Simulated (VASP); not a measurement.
Si:

```xyz
2
Lattice="0.0000 2.7185 2.7185 2.7185 0.0000 2.7185 2.7185 2.7185 0.0000" Properties=species:S:1:pos:R:3 pbc="T T T"
Si    2.7185    2.7185    2.7185
Si    4.0777    4.0777    4.0777
```

| Item | Value |
| --- | --- |
| Program | VASP 6.6.1 |
| Task | relaxation of cell and atoms |
| Functional | LDA |
| Potentials or basis | VASP PAW LDA potentials, release 64 (Si) |
| Cutoff | 600 eV |
| k mesh | 8 × 8 × 8 |
| Occupations | gaussian, width 0.02 eV |
| Spin | no spin polarisation |

At the start: pressure -1.7 GPa; volume 20.09 Å³/atom.

How do energy, volume and symmetry change on relaxing?

Over 3 steps the energy falls by 2.1 meV/atom and the volume is 19.72 Å³/atom (-1.9 %); space group Fd-3m (No. 227, to 0.05 Å).

The path:
```tsv
step	energy change (eV)	largest force (eV/Å)	pressure (GPa)	volume (Å³)
1	0.0000	0.0000	-1.74	40.18
2	-0.0021	0.0000	1.30	38.92
3	-0.0041	0.0000	0.00	39.44
```

Final structure:
```xyz
2
Lattice="0.0000 2.7016 2.7016 2.7016 0.0000 2.7016 2.7016 2.7016 0.0000" Properties=species:S:1:pos:R:3 pbc="T T T"
Si    2.7016    2.7016    2.7016
Si    4.0524    4.0524    4.0524
```
